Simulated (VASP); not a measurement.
Runs of VASP 6.6.1 on Ti4GeO7 (a cell with a defect). The cell holds a defect, 12 atoms: a = 4.591 Å, b = 4.591 Å, c = 5.878 Å, α = 90.00°, β = 90.00°, γ = 90.00°. 

| level | k mesh | smearing | gap on the mesh (eV) | pressure (GPa) | largest force (eV/Å) |
| --- | --- | --- | --- | --- | --- |
| PBEsol | 2 × 2 × 2, shifted | methfessel-paxton 0.05 eV | 0.09 | (a) | 14.98 |
| PBEsol | 2 × 2 × 2, shifted | fermi-dirac 0.05 eV | 0.12 | 37.3 | 14.68 |
| PBE | 2 × 2 × 2, shifted | fermi-dirac 0.05 eV | 0.12 | (b) | 14.83 |
| PBEsol | 2 × 2 × 1 | fermi-dirac 0.05 eV | none | 38.9 | 13.01 |

Alike in all rows: task single point; potentials or basis VASP PAW PBE potentials, release 64 (Ti_sv, O, Ge_d); no spin polarisation; cell as given; cutoff (eV) 520.

Question: Estimate the missing entries.

Answer: (a) 37.7; (b) 45.3.

Caveats: all runs use coarse meshes; semilocal functionals underestimate gaps, and a narrow one can read as zero (at least some runs); the PAW data sets were made with another functional, which shifts forces and pressure a little (at least some runs); semilocal functionals often make such compounds metallic where correlation or magnetic order opens a gap, which also shifts bond lengths (at least some runs).

A k mesh can miss the band edges, and the runs leave out spin-orbit coupling on Ge.

A gap of «none» marks levels without a gap at the run's occupations.
